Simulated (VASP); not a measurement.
# InSb3 (Pm-3m) in VASP: a series of runs

InSb3 is run at these levels: PBE0, r2SCAN; tasks: relaxation of cell and atoms.

All numbers are computed with VASP 6.6.1; they aren't measurements. Logs are shortened: lines on timing, memory, paths and dates and some standing lists are left out, and cuts for length are marked.

### 1 The cell of the first run

Symmetry: Pm-3m, No. 221, cubic system. Conventional cell: a = 4.806 Å, b = 4.806 Å, c = 4.806 Å, α = 90.00°, β = 90.00°, γ = 90.00°. Within 4.5 Å of Sb (site symmetry 4/mmm) lie 8 Sb at 3.40 Å and 4 In at 3.40 Å. In (site symmetry m-3m) has 12 Sb at 3.40 Å within 4.5 Å.

### 2 Relaxation of cell and atoms, PBE0

POSCAR reads:

```
InSb3
1.0
    4.8063670000      0.0000000000      0.0000000000
    0.0000000000      4.8063670000      0.0000000000
    0.0000000000      0.0000000000      4.8063670000
Sb In
3 1
Direct
    0.5000000000      0.5000000000      0.0000000000
    0.0000000000      0.5000000000      0.5000000000
    0.5000000000      0.0000000000      0.5000000000
    0.0000000000      0.0000000000      0.0000000000
```

INCAR.step1 reads:

```
SYSTEM = InSb3
PREC = Accurate ; ENCUT = 500
EDIFF = 1E-5 ; ISMEAR = -1
SIGMA = 0.05 ; LREAL = .False.
LASPH = .True. ; NELM = 120
ALGO = Normal ; LWAVE = .True.
LCHARG = .False. ; GGA = PE
NBANDS = 22 ; GGA_COMPAT = .False.
IBRION = 2 ; ISIF = 3
EDIFFG = -0.005 ; NELMIN = 4
NSW = 100 ; KPAR = 4
```

INCAR.step2 reads:

```
SYSTEM = InSb3
PREC = Accurate ; ENCUT = 500
EDIFF = 1E-7 ; ISMEAR = -1
SIGMA = 0.05 ; LREAL = .False.
LASPH = .True. ; NELM = 120
ALGO = Normal ; ISIF = 3
LWAVE = .False. ; LCHARG = .False.
GGA = PE ; LHFCALC = .True.
AEXX = 0.25 ; PRECFOCK = Normal
IBRION = 2 ; NSW = 60
EDIFFG = -0.01 ; ISTART = 1
GGA_COMPAT = .False. ; NELMIN = 4
KPAR = 4
```

KPOINTS reads:

```
Automatic mesh
0
Gamma
  4 4 4
  0 0 0
```

Potentials or basis: VASP PAW PBE potentials, release 64 (Sb, In_d).

Launch:

```console
$ cat potpaw_PBE.64/Sb/POTCAR potpaw_PBE.64/In_d/POTCAR > POTCAR
$ cp INCAR.step1 INCAR
$ mpirun -np 4 vasp_std > vasp.out
$ cp INCAR.step2 INCAR
$ mpirun -np 4 vasp_std > vasp.out
```

OUTCAR:

```text
SYSTEM = InSb3
   PREC = Accurate
   ENCUT = 500
   EDIFF = 1E-7
   ISMEAR = -1
   LREAL = .False.
   LASPH = .True.
   NELM = 120
   ISIF = 3
   GGA = PE
   LHFCALC = .True.
   AEXX = 0.25
   PRECFOCK = Normal
   IBRION = 2
   NSW = 60
   EDIFFG = -0.01
   ISTART = 1
   NELMIN = 4

 ion  position               nearest neighbor table
   1  0.500  0.500  0.000-   2 3.40   3 3.40   4 3.40   2 3.40   3 3.40   3 3.40   4 3.40   3 3.40
                             2 3.40   4 3.40   2 3.40   4 3.40
   2  0.000  0.500  0.500-   1 3.40   3 3.40   4 3.40   1 3.40   4 3.40   3 3.40   4 3.40   4 3.40
                             1 3.40   3 3.40   1 3.40   3 3.40
   3  0.500  0.000  0.500-   1 3.40   2 3.40   4 3.40   1 3.40   4 3.40   1 3.40   2 3.40   1 3.40
                             2 3.40   4 3.40   4 3.40   2 3.40
   4  0.000  0.000  0.000-   1 3.40   2 3.40   3 3.40   2 3.40   3 3.40   1 3.40   2 3.40   2 3.40
                             1 3.40   3 3.40   3 3.40   1 3.40

  LATTYP: Found a simple cubic cell.
 ALAT       =     4.8063670000

  Lattice vectors:

 A1 = (   4.8063670000,   0.0000000000,   0.0000000000)
 A2 = (   0.0000000000,   4.8063670000,   0.0000000000)
 A3 = (   0.0000000000,   0.0000000000,   4.8063670000)

Analysis of symmetry for initial positions (statically):
=====================================================================
 Subroutine PRICEL returns:
 Original cell was already a primitive cell.

 Routine SETGRP: Setting up the symmetry group for a
 simple cubic supercell.

 Subroutine GETGRP returns: Found 48 space group operations
 (whereof 48 operations were pure point group operations)
 out of a pool of 48 trial point group operations.

The static configuration has the point symmetry O_h .

Analysis of symmetry for dynamics (positions and initial velocities):
=====================================================================
 Subroutine PRICEL returns:
 Original cell was already a primitive cell.

 Routine SETGRP: Setting up the symmetry group for a
 simple cubic supercell.

 Subroutine GETGRP returns: Found 48 space group operations
 (whereof 48 operations were pure point group operations)
 out of a pool of 48 trial point group operations.

The dynamic configuration has the point symmetry O_h .

 Subroutine INISYM returns: Found 48 space group operations
 (whereof 48 operations are pure point group operations),
 and found     1 'primitive' translations

----------------------------------------------------------------------------------------

                                     Primitive cell

  volume of cell :     111.0327

  direct lattice vectors                    reciprocal lattice vectors
     4.806367000  0.000000000  0.000000000     0.208057354  0.000000000  0.000000000
     0.000000000  4.806367000  0.000000000     0.000000000  0.208057354  0.000000000
     0.000000000  0.000000000  4.806367000     0.000000000  0.000000000  0.208057354

  length of vectors
     4.806367000  4.806367000  4.806367000     0.208057354  0.208057354  0.208057354

  position of ions in fractional coordinates (direct lattice)
     0.500000000  0.500000000  0.000000000
     0.000000000  0.500000000  0.500000000
     0.500000000  0.000000000  0.500000000
     0.000000000  0.000000000  0.000000000

  ion indices of the primitive-cell ions
   primitive index   ion index
                 1           1
                 2           2
                 3           3
                 4           4

----------------------------------------------------------------------------------------

 KPOINTS: Automatic mesh

Automatic generation of k-mesh.
 Grid dimensions read from file:
 generate k-points for:    4    4    4

 Generating k-lattice:

  Cartesian coordinates                     Fractional coordinates (reciprocal lattice)
     0.052014338  0.000000000  0.000000000     0.250000000  0.000000000  0.000000000
     0.000000000  0.052014338  0.000000000     0.000000000  0.250000000  0.000000000
     0.000000000  0.000000000  0.052014338     0.000000000  0.000000000  0.250000000

  Length of vectors
     0.052014338  0.052014338  0.052014338

  Shift w.r.t. Gamma in fractional coordinates (k-lattice)
     0.000000000  0.000000000  0.000000000

 Subroutine IBZKPT returns following result:
 ===========================================

 Found     10 irreducible k-points:

 Following reciprocal coordinates:
            Coordinates               Weight
  0.000000  0.000000  0.000000      1.000000
  0.250000  0.000000  0.000000      6.000000
  0.500000  0.000000  0.000000      3.000000
  0.250000  0.250000  0.000000     12.000000
  0.500000  0.250000  0.000000     12.000000
  0.500000  0.500000  0.000000      3.000000
  0.250000  0.250000  0.250000      8.000000
  0.500000  0.250000  0.250000     12.000000
  0.500000  0.500000  0.250000      6.000000
  0.500000  0.500000  0.500000      1.000000
   k-points           NKPTS =     10   k-points in BZ     NKDIM =     64   number of bands    NBANDS=     18
   number of dos      NEDOS =    301   number of ions     NIONS =      4
   total plane-waves  NPLWV =  46656
   dimension x,y,z NGX =    36 NGY =   36 NGZ =   36
   dimension x,y,z NGXF=    72 NGYF=   72 NGZF=   72
   ions per type =               3   1
   NGX,Y,Z   is equivalent  to a cutoff of  12.45, 12.45, 12.45 a.u.
   NGXF,Y,Z  is equivalent  to a cutoff of  24.90, 24.90, 24.90 a.u.
 SYSTEM =  InSb3
   PREC   = accura    normal or accurate (medium, high low for compatibility)
   ISTART =      1    job   : 0-new  1-cont  2-samecut
   ICHARG =      0    charge: 1-file 2-atom 10-const
   ISPIN  =      1    spin polarized calculation?
   LNONCOLLINEAR =      F non collinear calculations
   LSORBIT =      F    spin-orbit coupling
   LASPH  =      T    aspherical Exc in radial PAW
   ENCUT  =  500.0 eV  36.75 Ry    6.06 a.u.   8.76  8.76  8.76*2*pi/ulx,y,z
   NELM   =    120;   NELMIN=  4; NELMDL=  0     # of ELM steps
   EDIFF  = 0.1E-06   stopping-criterion for ELM
   LREAL  =      F    real-space projection
   EDIFFG = -.1E-01   stopping-criterion for IOM
   NSW    =     60    number of steps for IOM
   IBRION =      2    ionic relax: 0-MD 1-quasi-New 2-CG
   NFREE  =      1    steps in history (QN), initial steepest desc. (CG)
   ISIF   =      3    stress and relaxation
   ISYM   =      3    0-nonsym 1-usesym 2-fastsym
   POTIM  = 0.5000    time-step for ionic-motion
   TEBEG  =    0.0;   TEEND  =   0.0 temperature during run
   PSTRESS=    0.0 pullay stress
   NELECT =      28.0000    total number of electrons
   NUPDOWN=      -1.0000    fix difference up-down
   EMIN   =  10.00;   EMAX   =-10.00  energy-range for DOS
   EFERMI =   0.00;   METHOD = LEGACY
   ISMEAR =    -1;   SIGMA  =   0.05  broadening in eV -4-tet -1-fermi 0-gaus
   EFERMI_NEDOS =   21; number of points for ismear=-14 and -15
   IALGO  =     38    algorithm
   IMIX   =      1    mixing-type and parameters
     AMIX     =   0.40;   BMIX     =  1.00
     AMIX_MAG =   1.60;   BMIX_MAG =  1.00
  volume/ion in A,a.u.               =      27.76       187.32
  Fermi-wavevector in a.u.,A,eV,Ry     =   1.034294  1.954532 14.555018  1.069764
  Thomas-Fermi vector in A             =   2.168582
   LORBIT       =      0    0 simple, 1 ext, 2 COOP (PROOUT), +10 PAW based schemes
   GGA     = PE    functional components
   LHFCALC =     T    Hartree Fock is set to
   PRECFOCK=normal    Normal, Fast or Accurate (Low or Medium for compatibility)
   ENCUT4O =  -1.0   cutoff for four orbital integrals eV
   NKREDX  =     1    reduce k-point grid by
   NKREDY  =     1    reduce k-point grid by
   NKREDZ  =     1    reduce k-point grid by
   AEXX    =    0.2500 exact exchange contribution
   HFSCREEN=    0.0000 screening length (either q_TF or 0.3 A-1)
   HFSCREENC=   0.0000 screening length for correlation (either q_TF or 0.3 A-1)
   ENCUTFOCK=  -1.0 apply spherical cutoff to Coloumb kernel
   IVDW    =     0    specifies the selected vdW correction
   LEPSILON=     F    determine dielectric tensor
   LRPA    =     F    only Hartree local field effects (RPA)
 conjugate gradient relaxation of ions
 non-spin polarized calculation
  energy-cutoff  :      500.00
  volume of cell :      111.03
 maximum number of plane-waves:      2872
 NGX is ok and might be reduce to    36
  NGX = 28; NGY = 28; NGZ = 28

--------------------------------------- Ionic step        1  -------------------------------------------

 number of electron      28.0000010 magnetization

 Free energy of the ion-electron system (eV)
  ---------------------------------------------------
  ext. energy  EPLUGINS =         0.00000000
  ---------------------------------------------------
  free energy    TOTEN  =       -19.01446074 eV

  energy without entropy =      -19.00122843  energy(sigma->0) =      -19.00784459

------------------------ aborting loop because EDIFF is reached ----------------------------------------

  FORCE on cell =-STRESS in cart. coord.  units (eV):
  Direction    XX          YY          ZZ          XY          YZ          ZX
  --------------------------------------------------------------------------------------
  -------------------------------------------------------------------------------------
  Total       -1.3490109     -1.3490109     -1.3490109      0.0000000      0.0000000     -0.0000000
  in kB      -19.4659341    -19.4659341    -19.4659341      0.0000000      0.0000000     -0.0000000
  external PRESSURE =     -19.4659341 kB  Pullay stress =       0.0000000 kB

 VOLUME and BASIS-vectors are now :
 -----------------------------------------------------------------------------
  energy-cutoff  :      500.00
  volume of cell :      111.03
      direct lattice vectors                 reciprocal lattice vectors
     4.806367000  0.000000000  0.000000000     0.208057354  0.000000000  0.000000000
     0.000000000  4.806367000  0.000000000     0.000000000  0.208057354  0.000000000
     0.000000000  0.000000000  4.806367000     0.000000000  0.000000000  0.208057354
[... 39 lines left out ...]
 POSITION                                       TOTAL-FORCE (eV/Angst)
 -----------------------------------------------------------------------------------
      2.36408      2.36408     -0.00000         0.000000      0.000000      0.000000
      0.00000      2.36408      2.36408         0.000000      0.000000      0.000000
      2.36408      0.00000      2.36408         0.000000      0.000000      0.000000
      0.00000      0.00000      0.00000        -0.000000      0.000000      0.000000
 -----------------------------------------------------------------------------------
    total drift:                                0.000000     -0.000000     -0.000000

  FREE ENERGIE OF THE ION-ELECTRON SYSTEM (eV)
  ---------------------------------------------------
  free  energy   TOTEN  =       -19.0318860237 eV

  energy  without entropy=      -19.0183731798  energy(sigma->0) =      -19.02512960

--------------------------------------- Ionic step        3  -------------------------------------------

 number of electron      28.0000020 magnetization

 Free energy of the ion-electron system (eV)
  ---------------------------------------------------
  ext. energy  EPLUGINS =         0.00000000
  ---------------------------------------------------
  free energy    TOTEN  =       -19.03731610 eV

  energy without entropy =      -19.02392158  energy(sigma->0) =      -19.03061884

 E-fermi :   7.8992     XC(G=0):  -8.0730

 val. band max:        7.8985578588   @ k =   0.5000   0.2500   0.2500
 cond. band min:       8.6350521078   @ k =   0.2500   0.2500   0.2500
 fundamental gap:      0.7364942490
 Fermi energy:         7.8991722902

 k-point     1 :       0.0000    0.0000    0.0000
  band No.  band energies     occupation
      1      -8.9403      2.00000
      2      -8.9403      2.00000
      3      -8.9254      2.00000
      4      -8.9254      2.00000
      5      -8.9254      2.00000
      6      -6.1549      2.00000
[... 10 lines left out ...]
     17      10.6041      0.00000
     18      10.6041      0.00000
[... 209 lines left out ...]
 POSITION                                       TOTAL-FORCE (eV/Angst)
 -----------------------------------------------------------------------------------
      2.37662      2.37662     -0.00000        -0.000000      0.000000      0.000000
      0.00000      2.37662      2.37662        -0.000000      0.000000      0.000000
      2.37662      0.00000      2.37662        -0.000000      0.000000      0.000000
      0.00000      0.00000      0.00000         0.000000      0.000000      0.000000
 -----------------------------------------------------------------------------------
    total drift:                                0.000000      0.000000     -0.000000

  FREE ENERGIE OF THE ION-ELECTRON SYSTEM (eV)
  ---------------------------------------------------
  free  energy   TOTEN  =       -19.0373160994 eV

  energy  without entropy=      -19.0239215832  energy(sigma->0) =      -19.03061884

 reached required accuracy - stopping structural energy minimisation
```

It took 19 min on 4 MPI ranks of Intel Xeon 6975P-C (Granite Rapids), shared host; peak memory 0.25 GiB.

What came out:

```
Free energy                           : -19.0373 eV
Relaxed volume                        : 26.85 Å³/atom
Relaxed cell                          : a = 4.753 Å, b = 4.753 Å, c = 4.753 Å, α = 90.00°, β = 90.00°, γ = 90.00°
Space group after relaxing (to 0.1 Å) : Pm-3m (No. 221)
Energy gained by relaxing             : 5.7 meV/atom
Ionic steps                           : 3
Pressure after relaxing               : 0.0 GPa
Band gap on the k mesh                : zero (bands 14 and 15 overlap by 6.20 eV)
```

Step by step:
```csv
step,energy change (eV),largest force (eV/Å),pressure (GPa),volume (Å³)
1,0.0000,0.0000,-1.95,111.03
2,-0.0174,0.0000,1.02,105.70
3,-0.0229,0.0000,0.01,107.39
```

Final structure:
```
CELL_PARAMETERS angstrom
4.75324 0.00000 0.00000
0.00000 4.75324 0.00000
0.00000 0.00000 4.75324
ATOMIC_POSITIONS crystal
Sb 0.50000 0.50000 0.00000
Sb 0.00000 0.50000 0.50000
Sb 0.50000 0.00000 0.50000
In 0.00000 0.00000 0.00000
```

Caveat: the PAW data sets were made with another functional, which shifts forces and pressure a little; spin-orbit coupling is left out, which moves the levels of the heavy elements.

### 3 Relaxation of cell and atoms, r2SCAN, target pressure 5 GPa, at which the enthalpy is minimised

POSCAR is that of step 2.

INCAR.step1 reads:

```
SYSTEM = InSb3
PREC = Accurate
ENCUT = 600
ISMEAR = -1
SIGMA = 0.05
LREAL = .False.
LASPH = .True.
NELM = 60
GGA = PE
ALGO = Normal
EDIFF = 1E-4
LWAVE = .True.
LCHARG = .False.
```

INCAR.step2 reads:

```
SYSTEM = InSb3
PREC = Accurate
ENCUT = 600
EDIFF = 1E-7
ISMEAR = -1
SIGMA = 0.05
LREAL = .False.
LASPH = .True.
NELM = 60
ALGO = Normal
ISIF = 3
LWAVE = .False.
LCHARG = .False.
METAGGA = R2SCAN
LMIXTAU = .True.
IBRION = 2
NSW = 60
EDIFFG = -0.01
PSTRESS = 50.0
ISTART = 1
```

KPOINTS reads:

```
Automatic mesh
0
Gamma
  6 6 6
  0 0 0
```

Potentials or basis: VASP PAW PBE potentials, release 64 (Sb, In_d).

Launch:

```console
$ cat potpaw_PBE.64/Sb/POTCAR potpaw_PBE.64/In_d/POTCAR > POTCAR
$ cp INCAR.step1 INCAR
$ mpirun -np 1 vasp_std > vasp.out
$ cp INCAR.step2 INCAR
$ mpirun -np 1 vasp_std > vasp.out
```

Wall time 8.5 min (1 thread of Intel Xeon Platinum 8259CL at 2.50GHz (Skylake/Cascade Lake), shared host); peak memory 0.3 GiB.

Results (log left out):

| Item | Value |
| --- | --- |
| Free energy | -98.4346 eV |
| Relaxed volume | 25.42 Å³/atom |
| Relaxed cell | a = 4.667 Å, b = 4.667 Å, c = 4.667 Å, α = 90.00°, β = 90.00°, γ = 90.00° |
| Space group after relaxing (to 0.1 Å) | Pm-3m (No. 221) |
| Energy change on relaxing (the run minimises the enthalpy) | +28.6 meV/atom |
| Ionic steps | 3 |
| Pressure after relaxing | 5.0 GPa |
| Band gap on the k mesh | zero (bands 14 and 15 overlap by 5.54 eV) |

The path:
```tsv
step	energy change (eV)	largest force (eV/Å)	pressure (GPa)	volume (Å³)
1	0.0000	0.0000	-0.61	111.03
2	0.3651	0.0000	9.76	96.15
3	0.1145	0.0000	4.98	101.68
```

Final structure:
```
CELL_PARAMETERS angstrom
4.66743 0.00000 0.00000
0.00000 4.66743 0.00000
0.00000 0.00000 4.66743
ATOMIC_POSITIONS crystal
Sb 0.50000 0.50000 0.00000
Sb 0.00000 0.50000 0.50000
Sb 0.50000 0.00000 0.50000
In 0.00000 0.00000 0.00000
```

Levels at points of the mesh, in eV from the Fermi level:
```csv
k point,band 10,band 11,band 12,band 13,band 14,band 15,band 16,band 17,band 18
"(0.00, 0.00, 0.00)",-5.01,-5.01,-3.52,0.49,0.49,0.49,2.00,2.00,2.00
"(0.50, 0.00, 0.00)",-3.40,-3.40,-2.50,-2.50,-1.28,-0.92,2.55,2.55,2.68
"(0.50, 0.50, 0.00)",-2.51,-1.62,-1.62,-1.61,-1.34,-1.34,-0.22,1.04,3.88
"(0.50, 0.50, 0.50)",-5.76,-5.76,-5.76,-5.08,4.20,4.20,4.27,4.27,4.27
```

Caveat: the cell is relaxed towards a set pressure, so the run minimises the enthalpy, not the energy; the PAW data sets were made with another functional, which shifts forces and pressure a little; spin-orbit coupling is left out, which moves the levels of the heavy elements.

The gap in the log of VASP goes by the Fermi energy; the results here count the filled bands.